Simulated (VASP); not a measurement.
Pb: single point with HSE06

Pb:

```xyz
1
Lattice="-1.9928 1.9928 1.9928 1.9928 -1.9928 1.9928 1.9928 1.9928 -1.9928" Properties=species:S:1:pos:R:3 pbc="T T T"
Pb    0.0000    0.0000    0.0000
```

This isn't the form of Pb at room conditions, which is fcc.

* Program: VASP 6.6.1
* Task: single point
* Functional: HSE06
* Potentials or basis: VASP PAW PBE potentials, release 64 (Pb_d)
* Cutoff: 520 eV
* k mesh: 6 × 6 × 6
* Occupations: fermi-dirac, width 0.05 eV
* Spin: no spin polarisation
* Dipole correction: no
* Grid for exact exchange (PRECFOCK): Normal
* Further INCAR settings: ALGO = Normal; EDIFF = 1e-06; NBANDS = 13
* Share of exact exchange: 0.25
* Screening parameter: 0.2079 1/Å

```yaml
Pressure: -1.4 GPa
Band_gap_on_the_k_mesh: zero (bands 7 and 8 overlap by 10.27 eV)
```

Levels at points of the mesh, in eV from the Fermi level:
```tsv
k point	band 3	band 4	band 5	band 6	band 7	band 8	band 9	band 10	band 11	band 12
(0.00, 0.00, 0.00)	-18.93	-18.70	-18.70	-12.66	8.17	8.17	8.17	11.91	11.91	11.91
(0.50, 0.00, 0.00)	-18.72	-18.71	-18.57	-8.51	-4.27	3.89	5.70	7.96	9.43	14.69
(0.50, 0.50, 0.50)	-18.60	-18.60	-18.60	-5.57	-0.21	-0.21	-0.21	4.92	4.92	17.49
```

It took 9.5 min on 1 thread of Intel(R) Xeon(R) 6975P-C (Granite Rapids), on a shared host, peak memory 0.26 GiB.

Caveat: the k points lie up to 0.37 Å⁻¹ apart, too coarse for converged energies and pressures of a metal; the PAW data sets were made with another functional, which shifts forces and pressure a little; spin-orbit coupling is left out, which moves the levels of the heavy elements.
